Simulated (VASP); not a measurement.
A run of VASP 6.6.1 is set up as follows.

INCAR

```
SYSTEM = Ca
PREC = Accurate ; ENCUT = 520
EDIFF = 1E-7 ; ISMEAR = -1
SIGMA = 0.1 ; LREAL = .FALSE.
LASPH = .TRUE. ; NELM = 100
ALGO = Normal ; ISIF = 2
LWAVE = .FALSE. ; LCHARG = .FALSE.
GGA = B5 ; ALDAX = 1.0
AGGAX = 1.0 ; AGGAC = 1.0
ALDAC = 0.0 ; NBANDS = 11
```

File KPOINTS:

```
regular mesh
0
G
  10 10 10
  0 0 0
```

File POSCAR:

```
Ca
1.0
    0.0000000000      2.7709016401      2.7709016401
    2.7709016401      0.0000000000      2.7709016401
    2.7709016401      2.7709016401      0.0000000000
Ca
1
Direct
    0.0000000000      0.0000000000      0.0000000000
```

Potentials or basis: VASP PAW PBE potentials, release 64 (Ca_sv).

Launch:

```console
$ cat potpaw_PBE.64/Ca_sv/POTCAR > POTCAR
$ mpirun -np 1 vasp_std > vasp.out
```

Q: What does it give for the pressure?

A: 0.0 GPa.

Q: Estimate the band gap on the k mesh.

A: Zero (band 5 reaches 2.45 eV, above the bottom of band 6 at 2.29 eV).

Caveat: the PAW data sets were made with another functional, which shifts forces and pressure a little.
